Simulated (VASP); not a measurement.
## SnO2: single point with LDA

Crystal: SnO2.

```
CELL_PARAMETERS angstrom
4.79205 0.00000 0.00000
0.00000 4.79210 0.00000
0.00000 0.00000 3.06242
ATOMIC_POSITIONS crystal
Sn 0.50000 0.50000 0.50000
Sn 0.00000 0.00000 0.00000
O 0.30427 0.30429 0.00000
O 0.80427 0.19571 0.50000
O 0.19573 0.80429 0.50000
O 0.69573 0.69571 0.00000
```

This cell differs from its parent crystal: uniaxial strain along c: -4.0 %, then relaxed in part.

| Quantity | Value |
| --- | --- |
| Program | VASP 6.6.1 |
| Task | single point |
| Functional | LDA |
| Potentials or basis | VASP PAW LDA potentials, release 64 (Sn_d, O) |
| Cutoff | 520 eV |
| k mesh | 6 × 6 × 8 |
| Occupations | gaussian, width 0.02 eV |
| Spin | no spin polarisation |

```yaml
Pressure: 5.9 GPa
Largest_force: 0.042 eV/Å
Band_gap_on_the_k_mesh: 1.45 eV
```

Forces in eV/Å, atoms in the order of the input:
```
Sn   0.000  0.000  0.000
Sn   0.000  0.000  0.000
O   -0.030 -0.030  0.000
O   -0.030  0.030  0.000
O    0.030 -0.030  0.000
O    0.030  0.030  0.000
```

Stress tensor (GPa, compression positive):
```
 0.97  0.00  0.00
 0.00  0.97  0.00
 0.00  0.00 15.74
```

Levels at points of the mesh, in eV from the valence-band top:
| k point | band 23 | band 24 | band 25 | band 26 | band 27 | band 28 | band 29 | band 30 |
| --- | --- | --- | --- | --- | --- | --- | --- | --- |
| (0.00, 0.00, 0.00) | -1.13 | -0.90 | -0.90 | 0.00 | 1.45 | 6.51 | 6.51 | 6.65 |
| (0.50, 0.00, 0.00) | -1.11 | -1.11 | -0.71 | -0.71 | 4.52 | 4.52 | 7.35 | 7.35 |
| (0.00, 0.50, 0.00) | -1.11 | -1.11 | -0.71 | -0.71 | 4.52 | 4.52 | 7.35 | 7.35 |
| (0.50, 0.50, 0.00) | -1.20 | -1.20 | -1.05 | -1.05 | 5.08 | 5.08 | 7.70 | 7.70 |
| (0.00, 0.00, 0.50) | -1.74 | -1.74 | -1.31 | -1.31 | 6.22 | 6.22 | 9.39 | 9.39 |
| (0.50, 0.00, 0.50) | -1.21 | -1.21 | -0.83 | -0.83 | 6.44 | 6.44 | 7.65 | 7.65 |
| (0.00, 0.50, 0.50) | -1.21 | -1.21 | -0.83 | -0.83 | 6.44 | 6.44 | 7.65 | 7.65 |
| (0.50, 0.50, 0.50) | -1.04 | -1.04 | -0.95 | -0.95 | 4.67 | 4.67 | 8.72 | 8.72 |

Run time: 63 s on 1 thread of Intel(R) Xeon(R) 6975P-C (Granite Rapids), on a shared host, peak memory 0.25 GiB.

Caveat: the cell differs from its parent crystal (uniaxial strain along c: -4.0 %, then relaxed in part); the cell stands under pressure; spin-orbit coupling is left out, which moves the levels of the heavy elements.
